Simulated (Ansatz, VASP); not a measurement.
# One calculation of Hg, two programs

INCAR

```
ALGO = Normal
EDIFF = 1E-7
ENCUT = 520
GGA = PE
ISIF = 2
ISMEAR = 0
LASPH = T
LCHARG = F
LREAL = F
LWAVE = F
NBANDS = 12
NELM = 60
PREC = Accurate
SIGMA = 0.1
```

File KPOINTS:

```
k-points
0
Gamma
  6 6 6
```

File POSCAR:

```
Hg
1.0
    2.2339762741     -2.0458582601      0.0000000000
    2.2339762741      2.0458582601      0.0000000000
   -0.3487351701      0.0000000000      3.0398006871
Hg
1
Direct
    0.5000000000      0.5000000000      0.5000000000
```

Input for Ansatz:

```yaml
crystal:
  lattice:
    - [2.2339762741, -2.0458582601, 0.0]
    - [2.2339762741, 2.0458582601, 0.0]
    - [-0.3487351701, 0.0, 3.0398006871]
  atoms:
    - { symbol: Hg, position: [0.5, 0.5, 0.5] }
basis:
  ecutwfc: 420
kpoints:
  mp_grid: { grid: [6, 6, 6] }
hamiltonian:
  xc: pbe
scf:
  occupations: { method: gaussian, width: 0.1 }
output:
  forces: true
  stress: true
  eigenvalues: true
```

Alike in both runs: task single point; functional PBE; k mesh 6 × 6 × 6; occupations gaussian, width 0.1 eV; no spin polarisation.

|  | VASP | Ansatz |
| --- | --- | --- |
| version | VASP 6.6.1 | Ansatz 0.2.0 |
| potentials or method | VASP PAW PBE potentials, release 64 (Hg), cutoff 520 eV | scalar-relativistic, plane waves, PAW |
| valence electrons in the cell | 12 | 20 |

VASP gave:

- gap on the k mesh at the Fermi level (eV): none
- pressure (GPa): 0.6
- traceless stress, the component that is largest in VASP (GPa): 0.82

Problem. What did Ansatz give for the same quantities?

Solution. gap on the k mesh at the Fermi level (eV): none; pressure (GPa): 0.4; traceless stress, the component that is largest in VASP (GPa): 0.79.

A gap of «none» marks a metal or a gap that the smearing closes. VASP's potentials hold 12 valence electrons a cell and Ansatz's 20, so a difference there can come from the potentials and not from the codes.

Neither program's run includes spin-orbit coupling.
